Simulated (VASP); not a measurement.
## Be: single point with PBEsol

Be:

```xyz
36
Lattice="6.9265 0.0000 0.0000 -3.4633 5.9985 0.0000 0.0000 0.0000 7.1550" Properties=species:S:1:pos:R:3 pbc="T T T"
Be   -0.0096    0.1616   -0.0947
Be   -0.0259    1.5339    1.6071
Be   -0.0446    0.1243    3.4772
Be    0.0621    1.4847    5.3690
Be   -0.9019    2.2044   -0.0080
Be   -1.2054    3.3660    1.8518
Be   -1.3399    2.0748    3.6195
Be   -1.0134    3.4566    5.4094
Be   -2.3355    3.9486   -0.0507
Be   -2.3999    5.3609    1.5130
Be   -2.2734    4.1026    3.5114
Be   -2.2382    5.3407    5.3027
Be    2.6524    0.0159   -0.1679
Be    2.4650    1.3509    1.6341
Be    2.4862    0.0840    3.5150
Be    2.7535    1.1438    5.3123
Be    1.3375    1.8509   -0.3102
Be    1.6039    3.2718    1.4722
Be    1.3278    2.0925    3.8568
Be    1.4850    3.2799    5.2393
Be    0.3177    3.8969   -0.1009
Be   -0.2210    5.3525    1.7908
Be    0.0782    3.7959    3.2777
Be    0.0165    5.2941    5.2705
Be    4.9808   -0.3175   -0.2017
Be    4.7879    1.6572    1.8380
Be    4.7147    0.0004    3.4059
Be    4.7357    1.5123    5.3122
Be    3.5809    2.0374   -0.2966
Be    3.5787    3.4739    1.5919
Be    3.4325    2.2987    3.2612
Be    3.6859    3.3772    5.1447
Be    2.6163    3.8176   -0.2695
Be    2.4543    5.2787    1.4445
Be    2.2485    4.1516    3.3327
Be    2.3387    5.1521    5.0161
```

```
Program                : VASP 6.6.1
Task                   : single point
Functional             : PBEsol
Potentials or basis    : VASP PAW PBE potentials, release 64 (Be)
Cutoff                 : 520 eV
k mesh                 : 2 × 2 × 2
Occupations            : fermi-dirac, width 0.17 eV
Spin                   : no spin polarisation
Dipole correction      : no
Further INCAR settings : LREAL = Auto; ALGO = Normal; EDIFF = 1e-07; NBANDS = 60
```

- Pressure: 1.6 GPa
- Largest force: 3.834 eV/Å
- Band gap on the k mesh: zero (bands 36 and 37 overlap by 0.86 eV)

Forces on the atoms (eV/Å):
```
Be   0.594 -0.268 -0.974
Be   1.215 -0.499  1.479
Be   0.589 -0.104 -0.352
Be  -0.901 -0.532 -1.064
Be  -1.186 -0.555 -0.772
Be   0.278  0.617 -1.578
Be   1.796  0.517 -0.282
Be  -0.403 -0.463 -0.685
Be   1.744  0.394 -0.807
Be   1.471  0.751  1.136
Be   0.472  0.459 -0.407
Be   0.222  0.688 -0.014
Be  -0.737 -0.435  1.056
Be  -0.121 -0.464 -0.064
Be  -0.843  0.011 -0.085
Be  -1.593  1.368 -1.308
Be   0.428  0.426  1.586
Be  -1.618 -0.082  0.963
Be  -0.078 -1.836 -3.364
Be  -0.947  1.091  0.874
Be  -0.554  0.828 -0.194
Be   1.546 -0.474 -0.964
Be   0.606  0.837  1.553
Be   1.317 -0.694 -0.508
Be  -2.563  1.200 -0.855
Be  -0.924 -2.019 -1.648
Be  -0.739  0.614  0.004
Be   0.987 -1.216  0.236
Be   0.143  0.038  1.770
Be   0.261 -0.632  0.470
Be  -0.014 -1.045  1.336
Be  -0.473 -0.430  0.341
Be  -1.409  1.476  0.126
Be  -0.231  0.066  1.613
Be   0.946 -0.931 -0.393
Be   0.718  1.300  1.772
```

Stress tensor (GPa, compression positive):
```
2.32 0.78 0.92
0.78 0.37 0.55
0.92 0.55 2.03
```

Levels at points of the mesh, in eV from the Fermi level:
| k point | band 33 | band 34 | band 35 | band 36 | band 37 | band 38 | band 39 | band 40 |
| --- | --- | --- | --- | --- | --- | --- | --- | --- |
| (0.00, 0.00, 0.00) | -0.34 | -0.26 | -0.16 | 0.19 | 0.25 | 0.36 | 0.60 | 0.61 |
| (0.50, 0.00, 0.00) | -0.85 | -0.54 | -0.37 | -0.30 | 1.05 | 1.21 | 1.47 | 1.52 |
| (0.00, 0.50, 0.00) | -0.93 | -0.69 | -0.41 | 0.41 | 1.02 | 1.04 | 1.34 | 1.44 |
| (0.50, 0.50, 0.00) | -0.78 | -0.47 | -0.44 | -0.07 | 0.88 | 1.26 | 1.31 | 1.39 |
| (0.00, 0.00, 0.50) | -1.31 | -1.18 | -1.04 | -0.93 | -0.45 | -0.29 | -0.12 | 0.01 |
| (0.50, 0.00, 0.50) | -1.39 | -1.25 | -1.09 | -0.95 | 1.23 | 1.42 | 1.53 | 1.63 |
| (0.00, 0.50, 0.50) | -1.37 | -1.16 | -0.90 | -0.76 | 1.18 | 1.24 | 1.47 | 1.70 |
| (0.50, 0.50, 0.50) | -1.25 | -1.18 | -1.10 | -0.91 | 0.99 | 1.40 | 1.54 | 1.84 |

Wall time 11 min on 1 thread of Intel Xeon 8259CL (shared host), peak memory 0.42 GiB.

Caveat: the k points lie up to 0.52 Å⁻¹ apart, too coarse for converged energies and pressures of a metal; the atoms stand as in a frame of molecular dynamics; the PAW data sets were made with another functional, which shifts forces and pressure a little.
